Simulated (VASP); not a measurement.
# Ta (P6_3/mmc) in VASP: a series of runs

The runs below take Ta through single point, with PBEsol.

Everything below comes from runs of VASP 6.6.1. Logs are shortened: lines on timing, memory, paths and dates and some standing lists are left out, and cuts for length are marked.

### Step 1. The cell of the first run

The structure is hexagonal, space group P6_3/mmc (No. 194). The conventional cell has a = 2.841 Å, b = 2.841 Å, c = 5.061 Å, α = 90.00°, β = 90.00°, γ = 120.00°. Within 3.7 Å of Ta (site symmetry -6m2) lie 12 Ta at 2.84 to 3.02 Å.

### Step 2. Single point, PBEsol

Input file INCAR:

```
SYSTEM = Ta
PREC = Accurate ; ENCUT = 520
EDIFF = 1E-7 ; ISMEAR = 0
SIGMA = 0.1 ; LREAL = .False.
LASPH = .True. ; NELM = 60
ALGO = Normal ; ISIF = 2
LWAVE = .False. ; LCHARG = .False.
GGA = PS ; NBANDS = 18
```

Input file KPOINTS:

```
regular mesh
0
Gamma
  11 11 6
  0 0 0
```

Input file POSCAR:

```
Ta
1.0
    2.8411641213      0.0000000000      0.0000000000
   -1.4205820607      2.4605204695      0.0000000000
    0.0000000000      0.0000000000      5.0608102442
Ta
2
Direct
    0.6666666667      0.3333333333      0.7500000000
    0.3333333333      0.6666666667      0.2500000000
```

Potentials or basis: VASP PAW PBE potentials, release 64 (Ta_pv).

Run with:

```console
> cat potpaw_PBE.64/Ta_pv/POTCAR > POTCAR
> mpirun -np 1 vasp_std > vasp.out
```

OUTCAR:

```text
SYSTEM = Ta
   PREC = Accurate
   ENCUT = 520
   EDIFF = 1E-7
   ISMEAR = 0
   LREAL = .False.
   LASPH = .True.
   NELM = 60
   ISIF = 2
   GGA = PS

 ion  position               nearest neighbor table
   1  0.667  0.333  0.750-   2 3.02   2 3.02   2 3.02   2 3.02   2 3.02   2 3.02
   2  0.333  0.667  0.250-   1 3.02   1 3.02   1 3.02   1 3.02   1 3.02   1 3.02

  LATTYP: Found a hexagonal cell.
 ALAT       =     2.8411641213
 C/A-ratio  =     1.7812453023

  Lattice vectors:

 A1 = (   2.8411641213,   0.0000000000,   0.0000000000)
 A2 = (  -1.4205820607,   2.4605204695,   0.0000000000)
 A3 = (   0.0000000000,   0.0000000000,   5.0608102442)

Analysis of symmetry for initial positions (statically):
=====================================================================
 Subroutine PRICEL returns:
 Original cell was already a primitive cell.

 Routine SETGRP: Setting up the symmetry group for a
 hexagonal supercell.

 Subroutine GETGRP returns: Found 24 space group operations
 (whereof 12 operations were pure point group operations)
 out of a pool of 24 trial point group operations.

The static configuration has the point symmetry D_3d.
 The point group associated with its full space group is D_6h.

Analysis of symmetry for dynamics (positions and initial velocities):
=====================================================================
 Subroutine PRICEL returns:
 Original cell was already a primitive cell.

 Routine SETGRP: Setting up the symmetry group for a
 hexagonal supercell.

 Subroutine GETGRP returns: Found 24 space group operations
 (whereof 12 operations were pure point group operations)
 out of a pool of 24 trial point group operations.

The dynamic configuration has the point symmetry D_3d.
 The point group associated with its full space group is D_6h.

 Subroutine INISYM returns: Found 24 space group operations
 (whereof 12 operations are pure point group operations),
 and found     1 'primitive' translations

----------------------------------------------------------------------------------------

                                     Primitive cell

  volume of cell :      35.3788

  direct lattice vectors                    reciprocal lattice vectors
     2.841164121  0.000000000  0.000000000     0.351968404  0.203209039  0.000000000
    -1.420582061  2.460520470  0.000000000     0.000000000  0.406418078  0.000000000
     0.000000000  0.000000000  5.060810244     0.000000000  0.000000000  0.197596818

  length of vectors
     2.841164121  2.841164263  5.060810244     0.406418098  0.406418078  0.197596818

  position of ions in fractional coordinates (direct lattice)
     0.666666667  0.333333333  0.750000000
     0.333333333  0.666666667  0.250000000

  ion indices of the primitive-cell ions
   primitive index   ion index
                 1           1
                 2           2

----------------------------------------------------------------------------------------

 KPOINTS: regular mesh

Automatic generation of k-mesh.
 Grid dimensions read from file:
 generate k-points for:   11   11    6

 Generating k-lattice:

  Cartesian coordinates                     Fractional coordinates (reciprocal lattice)
     0.031997128  0.018473549  0.000000000     0.090909091  0.000000000  0.000000000
     0.000000000  0.036947098  0.000000000     0.000000000  0.090909091  0.000000000
     0.000000000  0.000000000  0.032932803     0.000000000  0.000000000  0.166666667

  Length of vectors
     0.036947100  0.036947098  0.032932803

  Shift w.r.t. Gamma in fractional coordinates (k-lattice)
     0.000000000  0.000000000  0.000000000

 Subroutine IBZKPT returns following result:
 ===========================================

 Found     64 irreducible k-points:

 Following reciprocal coordinates:
            Coordinates               Weight
  0.000000  0.000000  0.000000      1.000000
  0.090909 -0.000000  0.000000      6.000000
  0.181818  0.000000  0.000000      6.000000
  0.272727 -0.000000  0.000000      6.000000
  0.363636 -0.000000  0.000000      6.000000
  0.454545 -0.000000  0.000000      6.000000
[... 16 lines left out ...]
  0.090909  0.090909  0.166667     12.000000
  0.181818  0.090909  0.166667     24.000000
 [... further k-points ...]
   k-points           NKPTS =     64   k-points in BZ     NKDIM =     64   number of bands    NBANDS=     18
   number of dos      NEDOS =    301   number of ions     NIONS =      2
   total plane-waves  NPLWV =  23040
   dimension x,y,z NGX =    24 NGY =   24 NGZ =   40
   dimension x,y,z NGXF=    48 NGYF=   48 NGZF=   80
   ions per type =               2
   NGX,Y,Z   is equivalent  to a cutoff of  14.04, 14.04, 13.14 a.u.
   NGXF,Y,Z  is equivalent  to a cutoff of  28.09, 28.09, 26.28 a.u.
 SYSTEM =  Ta
   PREC   = accura    normal or accurate (medium, high low for compatibility)
   ISTART =      0    job   : 0-new  1-cont  2-samecut
   ICHARG =      2    charge: 1-file 2-atom 10-const
   ISPIN  =      1    spin polarized calculation?
   LNONCOLLINEAR =      F non collinear calculations
   LSORBIT =      F    spin-orbit coupling
   LASPH  =      T    aspherical Exc in radial PAW
   ENCUT  =  520.0 eV  38.22 Ry    6.18 a.u.   5.28  5.28  9.41*2*pi/ulx,y,z
   NELM   =     60;   NELMIN=  2; NELMDL= -5     # of ELM steps
   EDIFF  = 0.1E-06   stopping-criterion for ELM
   LREAL  =      F    real-space projection
   EDIFFG = 0.1E-05   stopping-criterion for IOM
   NSW    =      0    number of steps for IOM
   IBRION =     -1    ionic relax: 0-MD 1-quasi-New 2-CG
   NFREE  =      0    steps in history (QN), initial steepest desc. (CG)
   ISIF   =      2    stress and relaxation
   ISYM   =      2    0-nonsym 1-usesym 2-fastsym
   POTIM  = 0.5000    time-step for ionic-motion
   TEBEG  =    0.0;   TEEND  =   0.0 temperature during run
   PSTRESS=    0.0 pullay stress
   NELECT =      22.0000    total number of electrons
   NUPDOWN=      -1.0000    fix difference up-down
   EMIN   =  10.00;   EMAX   =-10.00  energy-range for DOS
   EFERMI =   0.00;   METHOD = LEGACY
   ISMEAR =     0;   SIGMA  =   0.10  broadening in eV -4-tet -1-fermi 0-gaus
   EFERMI_NEDOS =   21; number of points for ismear=-14 and -15
   IALGO  =     38    algorithm
   IMIX   =      4    mixing-type and parameters
     AMIX     =   0.40;   BMIX     =  1.00
     AMIX_MAG =   1.60;   BMIX_MAG =  1.00
  volume/ion in A,a.u.               =      17.69       119.37
  Fermi-wavevector in a.u.,A,eV,Ry     =   1.397337  2.640585 26.566079  1.952552
  Thomas-Fermi vector in A             =   2.520603
   LORBIT       =      0    0 simple, 1 ext, 2 COOP (PROOUT), +10 PAW based schemes
   GGA     = PS    functional components
   LHFCALC =     F    Hartree Fock is set to
   AEXX    =    0.0000 exact exchange contribution
   IVDW    =     0    specifies the selected vdW correction
   LEPSILON=     F    determine dielectric tensor
   LRPA    =     F    only Hartree local field effects (RPA)
 non-spin polarized calculation
 Gauss-broadening in eV      SIGMA  =   0.10
  energy-cutoff  :      520.00
  volume of cell :       35.38
 maximum number of plane-waves:       968
 NGX is ok and might be reduce to    24
   NGX = 11   NGY = 11   NGZ = 19

 number of electron      21.9999997 magnetization

 Free energy of the ion-electron system (eV)
  ---------------------------------------------------
  ext. energy  EPLUGINS =         0.00000000
  ---------------------------------------------------
  free energy    TOTEN  =       -24.51522782 eV

  energy without entropy =      -24.50715434  energy(sigma->0) =      -24.51119108

 E-fermi :   5.8884     XC(G=0): -12.8091

 val. band max:        5.8716393033   @ k =   0.0909   0.0909   0.1667
 cond. band min:       5.8934256922   @ k =   0.3636  -0.0000   0.0000
 fundamental gap:      0.0217863888
 Fermi energy:         5.8884009940

 k-point     1 :       0.0000    0.0000    0.0000
  band No.  band energies     occupation
      1     -28.6056      2.00000
      2     -27.5965      2.00000
      3     -27.4623      2.00000
      4     -27.4623      2.00000
      5     -27.3619      2.00000
      6     -27.3619      2.00000
[... 10 lines left out ...]
     17      11.3924      0.00000
     18      11.3924      0.00000

 k-point     2 :       0.0909   -0.0000    0.0000
  band No.  band energies     occupation
      1     -28.5733      2.00000
      2     -27.6002      2.00000
      3     -27.5669      2.00000
      4     -27.4905      2.00000
      5     -27.4689      2.00000
      6     -27.3808      2.00000
[... 10 lines left out ...]
     17      11.5341      0.00000
     18      12.1030      0.00000

 k-point     3 :       0.1818    0.0000    0.0000
  band No.  band energies     occupation
      1     -28.4824      2.00000
      2     -27.8434      2.00000
      3     -27.7449      2.00000
      4     -27.6137      2.00000
      5     -27.5638      2.00000
      6     -27.4326      2.00000
[... 10 lines left out ...]
     17      11.7524      0.00000
     18      13.5152      0.00000

 k-point     4 :       0.2727   -0.0000    0.0000
  band No.  band energies     occupation
      1     -28.3505      2.00000
      2     -28.1961      2.00000
      3     -28.0858      2.00000
      4     -27.6561      2.00000
      5     -27.6434      2.00000
      6     -27.5020      2.00000
[... 10 lines left out ...]
     17      11.8624      0.00000
     18      14.5454      0.00000

 k-point     5 :       0.3636   -0.0000    0.0000
  band No.  band energies     occupation
      1     -28.5097      2.00000
      2     -28.3824      2.00000
      3     -28.2061      2.00000
      4     -27.7382      2.00000
      5     -27.6928      2.00000
      6     -27.5662      2.00000
[... 10 lines left out ...]
     17      11.8741      0.00000
     18      14.2717      0.00000

 k-point     6 :       0.4545   -0.0000    0.0000
  band No.  band energies     occupation
      1     -28.6912      2.00000
      2     -28.5526      2.00000
      3     -28.0955      2.00000
      4     -27.7859      2.00000
      5     -27.7466      2.00000
      6     -27.6045      2.00000
[... 10 lines left out ...]
     17      12.8910      0.00000
     18      14.3128      0.00000

 k-point     7 :       0.0909    0.0909    0.0000
  band No.  band energies     occupation
      1     -28.5116      2.00000
      2     -27.7393      2.00000
      3     -27.6785      2.00000
      4     -27.6088      2.00000
      5     -27.5273      2.00000
      6     -27.4301      2.00000
[... 10 lines left out ...]
     17      11.5623      0.00000
     18      13.2122      0.00000

 k-point     8 :       0.1818    0.0909    0.0000
  band No.  band energies     occupation
      1     -28.3999      2.00000
      2     -28.0339      2.00000
      3     -27.9688      2.00000
      4     -27.6306      2.00000
      5     -27.6289      2.00000
      6     -27.5096      2.00000
[... 10 lines left out ...]
     17      11.5669      0.00000
     18      14.7358      0.00000
[... 229 lines left out ...]
     17      11.5905      0.00000
     18      12.7157      0.00000

 k-point    20 :       0.2727   -0.0000    0.1667
  band No.  band energies     occupation
      1     -28.3559      2.00000
      2     -28.1574      2.00000
      3     -28.0950      2.00000
      4     -27.6690      2.00000
      5     -27.6459      2.00000
      6     -27.5124      2.00000
[... 10 lines left out ...]
     17      11.6519      0.00000
     18      13.3721      0.00000

 k-point    21 :       0.3636   -0.0000    0.1667
  band No.  band energies     occupation
      1     -28.5326      2.00000
      2     -28.4141      2.00000
      3     -28.1351      2.00000
      4     -27.7268      2.00000
      5     -27.7077      2.00000
      6     -27.5779      2.00000
[... 10 lines left out ...]
     17      11.9261      0.00000
     18      13.6009      0.00000

 k-point    22 :       0.4545   -0.0000    0.1667
  band No.  band energies     occupation
      1     -28.7035      2.00000
      2     -28.5802      2.00000
      3     -28.0484      2.00000
      4     -27.7740      2.00000
      5     -27.7503      2.00000
      6     -27.6168      2.00000
[... 10 lines left out ...]
     17      12.9324      0.00000
     18      13.5627      0.00000

 k-point    23 :       0.0909    0.0909    0.1667
  band No.  band energies     occupation
      1     -28.4598      2.00000
      2     -27.7404      2.00000
      3     -27.7283      2.00000
      4     -27.6164      2.00000
      5     -27.5191      2.00000
      6     -27.4379      2.00000
[... 10 lines left out ...]
     17      11.4368      0.00000
     18      12.5795      0.00000

 k-point    24 :       0.1818    0.0909    0.1667
  band No.  band energies     occupation
      1     -28.3722      2.00000
      2     -28.0218      2.00000
      3     -27.9810      2.00000
      4     -27.6718      2.00000
      5     -27.6101      2.00000
      6     -27.5180      2.00000
[... 10 lines left out ...]
     17      11.3851      0.00000
     18      13.4037      0.00000

 [... further k-points ...]
[... 5 lines left out ...]
  --------------------------------------------------------------------------------------
  -------------------------------------------------------------------------------------
  Total        1.2280407      1.2280409      1.0710311     -0.0000000      0.0000000     -0.0000000
  in kB       55.6134699     55.6134774     48.5030771     -0.0000000      0.0000000     -0.0000000
  external PRESSURE =      53.2433415 kB  Pullay stress =       0.0000000 kB

 VOLUME and BASIS-vectors are now :
 -----------------------------------------------------------------------------
  energy-cutoff  :      520.00
  volume of cell :       35.38
      direct lattice vectors                 reciprocal lattice vectors
     2.841164121  0.000000000  0.000000000     0.351968404  0.203209039  0.000000000
    -1.420582061  2.460520470  0.000000000     0.000000000  0.406418078  0.000000000
     0.000000000  0.000000000  5.060810244     0.000000000  0.000000000  0.197596818

 POSITION                                       TOTAL-FORCE (eV/Angst)
 -----------------------------------------------------------------------------------
      1.42058      0.82017      3.79561         0.000000     -0.000000      0.000000
     -0.00000      1.64035      1.26520        -0.000000      0.000000      0.000000
 -----------------------------------------------------------------------------------
    total drift:                               -0.000000      0.000000     -0.000000

  FREE ENERGIE OF THE ION-ELECTRON SYSTEM (eV)
  ---------------------------------------------------
  free  energy   TOTEN  =       -24.5152278216 eV

  energy  without entropy=      -24.5071543350  energy(sigma->0) =      -24.51119108
```

It took 79 s on 1 thread of AMD EPYC 7R13, shared host; peak memory 0.15 GiB.

Results:

```
Free energy            : -24.5152 eV
Pressure               : 5.3 GPa
Band gap on the k mesh : zero (band 11 reaches 7.52 eV, above the bottom of band 12 at 5.09 eV)
```

Caveat: the PAW data sets were made with another functional, which shifts forces and pressure a little; spin-orbit coupling is left out, which moves the levels of the heavy elements.

### Step 3. Single point, PBEsol

This run uses another cell than the first one, of 18.07 Å³/atom, 1.021 times its volume.

Input file INCAR:

```
PREC = Accurate
ENCUT = 520
EDIFF = 1E-6
ISMEAR = 0
SIGMA = 0.1
LREAL = F
LASPH = T
NELM = 80
ALGO = Normal
ISIF = 2
LWAVE = F
LCHARG = F
GGA = PS
NBANDS = 18
```

Input file KPOINTS:

```
regular mesh
0
Gamma
  11 11 6
```

Input file POSCAR:

```
Ta
1.0
    2.8611729786      0.0000000000      0.0000000000
   -1.4305864893      2.4778486494      0.0000000000
    0.0000000000      0.0000000000      5.0964509272
Ta
2
Direct
    0.6666666667      0.3333333333      0.7500000000
    0.3333333333      0.6666666667      0.2500000000
```

Potentials or basis: VASP PAW PBE potentials, release 64 (Ta_pv).

Run with:

```console
> cat potpaw_PBE.64/Ta_pv/POTCAR > POTCAR
> mpirun -np 1 vasp_std > vasp.out
```

Wall time 83 s (1 thread of AMD EPYC 7R13, shared host); peak memory 0.15 GiB.

Results (log left out):

```
Free energy            : -24.5295 eV
Pressure               : 0.7 GPa
Band gap on the k mesh : zero (band 11 reaches 7.26 eV, above the bottom of band 12 at 4.94 eV)
```

Stress tensor (GPa, compression positive):
```
0.83 0.00 0.00
0.00 0.83 0.00
0.00 0.00 0.58
```

Levels at points of the mesh, in eV from the Fermi level:
| k point | band 7 | band 8 | band 9 | band 10 | band 11 | band 12 | band 13 | band 14 | band 15 | band 16 |
| --- | --- | --- | --- | --- | --- | --- | --- | --- | --- | --- |
| (0.00, 0.00, 0.00) | -8.33 | -5.03 | -0.61 | 0.02 | 0.60 | 0.60 | 1.20 | 1.20 | 3.08 | 3.08 |
| (0.00, 0.00, 0.50) | -6.44 | -6.44 | -1.22 | -1.22 | 0.65 | 0.65 | 0.65 | 0.65 | 4.61 | 4.61 |

Caveat: the PAW data sets were made with another functional, which shifts forces and pressure a little; spin-orbit coupling is left out, which moves the levels of the heavy elements.
